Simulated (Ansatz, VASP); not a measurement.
TiOs: VASP beside Ansatz

```
CELL_PARAMETERS angstrom
3.08000 0.01540 0.01540
0.01540 3.08000 0.01540
0.01540 0.01540 3.08000
ATOMIC_POSITIONS crystal
Ti 0.50000 0.50000 0.50000
Os 0.00000 0.00000 0.00000
```

Change from the starting cell: equal xy, yz and zx shear strains of +1 %.

Alike in both runs: task single point; functional PBEsol; k mesh 13 × 13 × 13; occupations fermi-dirac, width 0.03 eV; no spin polarisation.

```csv
,VASP,Ansatz
version,VASP 6.6.1,Ansatz 0.2.0
potentials or method,"VASP PAW PBE potentials, release 64 (Ti_sv, Os), cutoff 520 eV","all-electron LAPW, scalar-relativistic"
```

Ansatz gave:

| Item | Value |
| --- | --- |
| pressure (GPa) | -4.5 |
| traceless stress, the component that is largest in VASP (GPa) | -1.21 |

Q: Which values does VASP return?

A: Pressure (GPa): -4.6; traceless stress, the component that is largest in VASP (GPa): -1.21.

VASP's potentials were made for PBE, not for PBEsol. Ansatz ran all-electron here, and VASP with PAW potentials.

Neither program's run includes spin-orbit coupling.
